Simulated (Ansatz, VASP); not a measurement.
P in VASP and in Ansatz

```
P
1.0
    -1.75917    2.61577    1.71023
     1.75917   -2.61577    1.71023
     1.75917    2.61577   -1.71023
P
2
Direct
  0.80331 0.05331 0.75000
  0.19669 0.94669 0.25000
```

Change from the starting cell: strain +0.040 along x and y, -0.080 along z, atoms carried along.

Alike in both runs: task single point; functional PBEsol; k mesh 18 × 18 × 18; occupations gaussian, width 0.15 eV; no spin polarisation.

|  | VASP | Ansatz |
| --- | --- | --- |
| version | VASP 6.6.1 | Ansatz 0.2.0 |
| potentials or method | VASP PAW PBE potentials, release 64 (P), cutoff 520 eV | scalar-relativistic, plane waves, PAW |
| valence electrons in the cell | 10 | 10 |

```csv
,VASP,Ansatz,Ansatz less VASP
gap on the k mesh at the Fermi level (eV),none,none,-
pressure (GPa),-1.0,-1.0,-0.02
"traceless stress, the component that is largest in VASP (GPa)",12.71,12.60,-0.111
rms of the force components (eV/Å),0.536,0.554,+0.0178
```

VASP's potentials were made for PBE, not for PBEsol. Atom by atom the forces differ by 0.018 eV/Å (rms over components). A gap of «none» marks a metal or a gap that the smearing closes.
